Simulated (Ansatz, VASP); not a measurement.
**One calculation of Be2NiH, two programs**

Contents of INCAR:

```
SYSTEM = Be2NiH
ALGO = Normal
EDIFF = 1E-6
EDIFFG = -0.01
ENCUT = 600
GGA = PE
IBRION = 2
ISIF = 3
ISMEAR = 0
LASPH = .True.
LCHARG = .False.
LREAL = .False.
LWAVE = .False.
NELM = 80
NSW = 100
PREC = Accurate
SIGMA = 0.1
```

Contents of KPOINTS:

```
k-points
0
Gamma
  16 16 12
  0 0 0
```

The input POSCAR:

```
Be2NiH
1.0
    2.8984769213      0.0000000000      0.0000000000
    0.0000000000      2.8984769213      0.0000000000
    0.0000000000      0.0000000000      4.2892810259
Be Ni H
2 1 1
Direct
    0.0000000000      0.0000000000      0.5000000000
    0.5000000000      0.5000000000      0.0000000000
    0.0000000000      0.0000000000      0.0000000000
    0.5000000000      0.5000000000      0.5000000000
```

Input for Ansatz:

```yaml
crystal:
  lattice:
    - [2.8984769213, 0.0, 0.0]
    - [0.0, 2.8984769213, 0.0]
    - [0.0, 0.0, 4.2892810259]
  atoms:
    - { symbol: Be, position: [0.0, 0.0, 0.5] }
    - { symbol: Be, position: [0.5, 0.5, 0.0] }
    - { symbol: Ni, position: [0.0, 0.0, 0.0] }
    - { symbol: H, position: [0.5, 0.5, 0.5] }
basis:
  ecutwfc: 420
kpoints:
  mp_grid: { grid: [16, 16, 12] }
hamiltonian:
  xc: pbe
scf:
  occupations: { method: gaussian, width: 0.1 }
output:
  forces: true
  stress: true
  eigenvalues: true
  write_density: true
  write_potential: true
  elf: true
  volumetric_format: npy
relax:
  adjacent_minimum: "off"
  f_tol: 0.01
  max_steps: 80
  cell: { stress_tol: 0.05 }
```

Change from the starting cell: species swapped into the LiGdSe2 type (P4/mmm, No. 123).

Alike in both runs: task relaxation of cell and atoms; functional PBE; k mesh 16 × 16 × 12; occupations gaussian, width 0.1 eV; no spin polarisation.

|  | VASP | Ansatz |
| --- | --- | --- |
| version | VASP 6.6.1 | Ansatz 0.2.0 |
| potentials or method | VASP PAW PBE potentials, release 64 (Be, Ni, H), cutoff 600 eV | scalar-relativistic, plane waves, PAW |
| valence electrons in the cell | 15 | 23 |

Ansatz gave:

- gap on the k mesh at the Fermi level, each at its own relaxed structure (eV): none
- relaxed volume (Å³/atom): 8.99
- relaxed length of the cell vector where the two differ most in proportion (Å): 4.270

**Question.** Estimate VASP's values.

**Answer.** gap on the k mesh at the Fermi level, each at its own relaxed structure (eV): none; relaxed volume (Å³/atom): 8.98; relaxed length of the cell vector where the two differ most in proportion (Å): 4.266.

A gap of «none» marks a metal or a gap that the smearing closes. VASP's potentials hold 15 valence electrons a cell and Ansatz's 23, so a difference there can come from the potentials and not from the codes.
